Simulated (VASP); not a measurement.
Here is a VASP 6.6.1 calculation.

File INCAR:

```
SYSTEM = ScAlN2
PREC     = Accurate       ! precision mode
ENCUT    = 600            ! plane-wave cutoff, eV
EDIFF    = 1E-6           ! SCF threshold, eV
ISMEAR   = 0              ! smearing method
SIGMA    = 0.1            ! smearing width, eV
LREAL    = .FALSE.        ! projectors in reciprocal space
LASPH    = .TRUE.         ! aspherical terms in the spheres
NELM     = 100            ! most SCF steps
ALGO     = Normal         ! electronic algorithm
ISIF     = 3              ! what is computed and relaxed
LWAVE    = .FALSE.        ! write WAVECAR
LCHARG   = .FALSE.        ! write CHGCAR
GGA      = PE             ! functional
IBRION   = 2              ! ionic algorithm
NSW      = 90             ! ionic steps
EDIFFG   = -0.04          ! ionic threshold
```

The input KPOINTS:

```
regular mesh
0
G
  6 6 4
  0 0 0
```

Contents of POSCAR:

```
ScAlN2
1.0
    3.8730378000      0.0000000000      0.0000000000
   -1.9365189000      3.3541491200      0.0000000000
    0.0000000000      0.0000000000      4.3544410400
Sc Al N
1 1 2
Direct
    0.0000000000      0.0000000000      0.5000000000
    0.0000000000      0.0000000000      0.0000000000
    0.3333333300      0.6666666700      0.5000000000
    0.6666666700      0.3333333300      0.5000000000
```

Potentials or basis: VASP PAW PBE potentials, release 64 (Sc_sv, Al, N).

Run with:

```sh
$ cat potpaw_PBE.64/Sc_sv/POTCAR potpaw_PBE.64/Al/POTCAR potpaw_PBE.64/N/POTCAR > POTCAR
$ mpirun -np 1 vasp_std > vasp.out
```

Task: Estimate the band gap on the k mesh.

Result: Zero (band 12 reaches 4.32 eV, above the bottom of band 13 at 2.65 eV).

Task: What does it give for the relaxed cell?

Result: a = 3.777 Å, b = 3.777 Å, c = 5.730 Å, α = 90.00°, β = 90.00°, γ = 120.00°.

Stress tensor (GPa, compression positive):
```
-0.13  0.00  0.00
 0.00 -0.13  0.00
 0.00  0.00  0.32
```

Caveat: the k points lie up to 0.32 Å⁻¹ apart in the final cell.
